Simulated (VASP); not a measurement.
A run of VASP 6.6.1 is set up as follows.

INCAR

```
PREC = Accurate
ENCUT = 520
EDIFF = 1E-6
ISMEAR = 0
SIGMA = 0.1
LREAL = False
LASPH = True
NELM = 100
ALGO = Normal
ISIF = 2
LWAVE = False
LCHARG = True
GGA = PE
LELF = True
LVHAR = True
NBANDS = 42
```

The input KPOINTS:

```
regular mesh
0
Gamma
  6 6 8
```

File POSCAR:

```
P
1.0
    6.6543566434      0.0000000000      0.0000000000
   -3.3271783217      5.7628418990      0.0000000000
    0.0000000000      0.0000000000      5.2191977335
P
12
Direct
    0.1011481313      0.7406103107      0.8741549857
    0.2593896893      0.3605378206      0.5408216523
    0.6394621794      0.8988518687      0.2074883190
    0.8988518687      0.2593896893      0.3741549857
    0.7406103107      0.6394621794      0.0408216523
    0.3605378206      0.1011481313      0.7074883190
    0.1011481313      0.3605378206      0.9591783477
    0.6394621794      0.7406103107      0.6258450143
    0.2593896893      0.8988518687      0.2925116810
    0.8988518687      0.6394621794      0.4591783477
    0.3605378206      0.2593896893      0.1258450143
    0.7406103107      0.1011481313      0.7925116810
```

Potentials or basis: VASP PAW PBE potentials, release 64 (P).

Launch:

```bash
$ cat potpaw_PBE.64/P/POTCAR > POTCAR
$ mpirun -np 1 vasp_std > vasp.out
```

(1) Estimate the largest force.

(2) Predict the band gap on the k mesh.

(3) Estimate the pressure.

Results:

(1) 0.027 eV/Å.

(2) zero (bands 30 and 31 overlap by 1.55 eV).

(3) -0.2 GPa.
